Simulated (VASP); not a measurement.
# WS2: single point with LDA

The system is WS2.

```xyz
6
Lattice="3.0766 0.0000 0.0000 -1.5383 2.6644 0.0000 0.0000 0.0000 11.4295" Properties=species:S:1:pos:R:3 pbc="T T T"
W     0.0000    1.7763    2.8574
W     1.5383    0.8881    8.5721
S     0.0000    1.7763    7.0033
S     1.5383    0.8881    1.2886
S     0.0000    1.7763   10.1409
S     1.5383    0.8881    4.4262
```

```
Program             : VASP 6.6.1
Task                : single point
Functional          : LDA
Potentials or basis : VASP PAW LDA potentials, release 64 (W_sv, S)
Cutoff              : 500 eV
k mesh              : 12 × 12 × 4
Occupations         : gaussian, width 0.02 eV
Spin                : no spin polarisation
```

* Pressure: 7.7 GPa
* Largest force: 0.047 eV/Å
* Band gap on the k mesh: 0.44 eV (least direct gap 1.87 eV)

Forces in eV/Å, atoms in the order of the input:
```
W    0.000  0.000  0.000
W    0.000  0.000  0.000
S    0.000  0.000 -0.047
S    0.000  0.000 -0.047
S    0.000  0.000  0.047
S    0.000  0.000  0.047
```

Levels at points of the mesh, in eV from the valence-band top:
| k point | band 24 | band 25 | band 26 | band 27 | band 28 | band 29 |
| --- | --- | --- | --- | --- | --- | --- |
| (0.00, 0.00, 0.00) | -1.88 | -1.09 | 0.00 | 2.07 | 2.07 | 2.16 |
| (0.50, 0.00, 0.00) | -2.21 | -1.84 | -1.77 | 2.29 | 2.30 | 2.40 |
| (0.00, 0.00, 0.50) | -2.44 | -0.29 | -0.29 | 2.11 | 2.11 | 2.11 |
| (0.50, 0.00, 0.50) | -2.04 | -1.98 | -1.98 | 2.34 | 2.34 | 2.71 |

Wall time 2.4 min on 1 thread of Intel Xeon 8259CL (shared host), peak memory 0.27 GiB.

Caveat: the cell stands under pressure; spin-orbit coupling is left out, which moves the levels of the heavy elements. A k mesh can miss the band edges.
